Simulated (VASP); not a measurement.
**GaAs: single point with PBE**

The system is GaAs.

```
Ga As
1.0
     0.00000    2.87299    2.87299
     2.87299    0.00000    2.87299
     2.87299    2.87299    0.00000
Ga As
1 1
Direct
  0.00000 0.00000 0.00000
  0.25000 0.25000 0.25000
```

| Quantity | Value |
| --- | --- |
| Program | VASP 6.6.1 |
| Task | single point |
| Functional | PBE |
| Potentials or basis | VASP PAW PBE potentials, release 64 (Ga_d, As) |
| Cutoff | 520 eV |
| k mesh | 10 × 10 × 10 |
| Occupations | gaussian, width 0.05 eV |
| Spin | no spin polarisation |

```json
{
  "Pressure": "0.1 GPa",
  "Band gap on the k mesh": "0.16 eV, direct"
}
```

Levels at points of the mesh, in eV from the valence-band top:
```
           k point  band 5  band 6  band 7  band 8  band 9  band 10  band 11  band 12  band 13  band 14
(0.00, 0.00, 0.00)  -14.66  -12.39    0.00    0.00    0.00     0.16     3.72     3.72     3.72     7.44
(0.50, 0.00, 0.00)  -14.66  -10.77   -6.38   -1.07   -1.07     0.87     4.62     4.62     7.70    10.04
(0.50, 0.50, 0.00)  -14.65  -10.09   -6.60   -2.51   -2.51     1.55     1.68     9.78     9.78    10.55
```

It took 65 s on 1 thread of AMD EPYC 7R13 (shared host), peak memory 0.16 GiB.
